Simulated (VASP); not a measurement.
Runs of VASP 6.6.1 on Tl. The structure is that of space group P6_3/mmc (No. 194), or close to it. The cells are those of the table. 

| cell | further INCAR settings | gap on the mesh (eV) | pressure (GPa) |
| --- | --- | --- | --- |
| a = 3.456, b = 3.456, c = 5.967 Å, angles 90.0, 90.0, 120.0°, 2 atoms | ALGO = Fast; EDIFF = 1e-06; NBANDS = 20 | none | 0.4 |
| a = 3.732, b = 3.732, c = 5.525 Å, angles 90.0, 90.0, 120.0°, 2 atoms | ALGO = Fast; EDIFF = 1e-07; NBANDS = 20 | none | -1.2 |
| a = 3.732, b = 3.732, c = 5.083 Å, angles 90.0, 90.0, 120.0°, 2 atoms | ALGO = Fast; EDIFF = 1e-07; NBANDS = 20 | none | (b) |
| a = 3.732, b = 3.732, c = 5.304 Å, angles 90.0, 90.0, 120.0°, 2 atoms | ALGO = Fast; EDIFF = 1e-07; NBANDS = 20 | none | -0.1 |
| a = 3.594, b = 3.594, c = 5.746 Å, angles 90.0, 90.0, 120.0°, 2 atoms | ALGO = Fast; EDIFF = 1e-06; NBANDS = 20 | none | (a) |
| a = 3.594, b = 3.594, c = 5.525 Å, angles 90.0, 90.0, 120.0°, 2 atoms | ALGO = Fast; EDIFF = 1e-07; NBANDS = 20 | none | 0.5 |

Alike in all rows: task single point; level PBE; potentials or basis VASP PAW PBE potentials, release 64 (Tl_d); no spin polarisation; k mesh 18 × 18 × 10; cutoff (eV) 520; smearing gaussian 0.15 eV.

Estimate the missing entries.

(a) -0.7; (b) 1.3.

Caveats: spin-orbit coupling is left out, which moves the levels of the heavy elements.

A k mesh can miss the band edges, and the runs leave out spin-orbit coupling on Tl.

A gap of «none» marks levels without a gap at the run's occupations.
